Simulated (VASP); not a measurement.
Here is a VASP 6.6.1 calculation.

File INCAR:

```
ALGO     = Normal         # electronic algorithm
EDIFF    = 1E-6           # SCF threshold, eV
ENCUT    = 500            # plane-wave cutoff, eV
GGA      = PS             # functional
GGA_COMPAT= F            
ISIF     = 2              # what is computed and relaxed
ISMEAR   = -1             # smearing method
LASPH    = T              # aspherical terms in the spheres
LCHARG   = T              # write CHGCAR
LELF     = T              # ELF
LREAL    = F              # projectors in reciprocal space
LVHAR    = T            
LWAVE    = F              # write WAVECAR
NBANDS   = 8              # bands
NELM     = 120            # most SCF steps
PREC     = Accurate       # precision mode
SIGMA    = 0.05           # smearing width, eV
```

KPOINTS

```
k-points
0
Gamma
  20 20 20
```

The input POSCAR:

```
B
1.0
    1.4906181843      0.0000000000      0.0000000000
    0.0000000000      1.4906181843      0.0000000000
    0.0000000000      0.0000000000      1.4906181843
B
1
Direct
    0.0000000000      0.0000000000      0.0000000000
```

Potentials or basis: VASP PAW PBE potentials, release 64 (B).

Run with:

```bash
$ cat potpaw_PBE.64/B/POTCAR > POTCAR
$ mpirun -np 1 vasp_std > vasp.out
```

(1) Predict the pressure.

Answers

(1) 557.1 GPa.

Caveat: the PAW data sets were made with another functional, which shifts forces and pressure a little.
